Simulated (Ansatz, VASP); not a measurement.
One calculation of CsSnI3, two programs

```
Cs Sn I
1.0
     6.28317    0.00000    0.00000
     0.00000    6.28317    0.00000
     0.00000    0.00000    6.28317
Cs Sn I
1 1 3
Cartesian
  0.0000 0.0000 0.0000
  3.1416 3.1416 3.1416
  0.0000 3.1416 3.1416
  3.1416 0.0000 3.1416
  3.1416 3.1416 0.0000
```

Alike in both runs: functional PBE; k mesh 6 × 6 × 6; occupations gaussian, width 0.02 eV; no spin polarisation.

Ansatz relaxed the structure, and its values are those at the end. VASP's run is a single point on that final structure, the one shown.

|  | VASP | Ansatz |
| --- | --- | --- |
| version | VASP 6.6.1 | Ansatz 0.2.0 |
| potentials or method | VASP PAW PBE potentials, release 64 (Cs_sv, Sn_d, I), cutoff 520 eV | scalar-relativistic, plane waves, PAW |
| valence electrons in the cell | 44 | 74 |

|  | VASP | Ansatz | Ansatz less VASP |
| --- | --- | --- | --- |
| gap on the k mesh at the Fermi level (eV) | 0.47 | 0.48 | +0.005 |
| least direct gap on the mesh (eV) | 0.47 | 0.48 | +0.005 |
| pressure (GPa) | 0.0 | 0.0 | 0.00 |

The functional is the same, so the differences come from potentials, cutoffs and numerics. VASP's potentials hold 44 valence electrons a cell and Ansatz's 74, so a difference there can come from the potentials and not from the codes.

Neither program's run includes spin-orbit coupling.
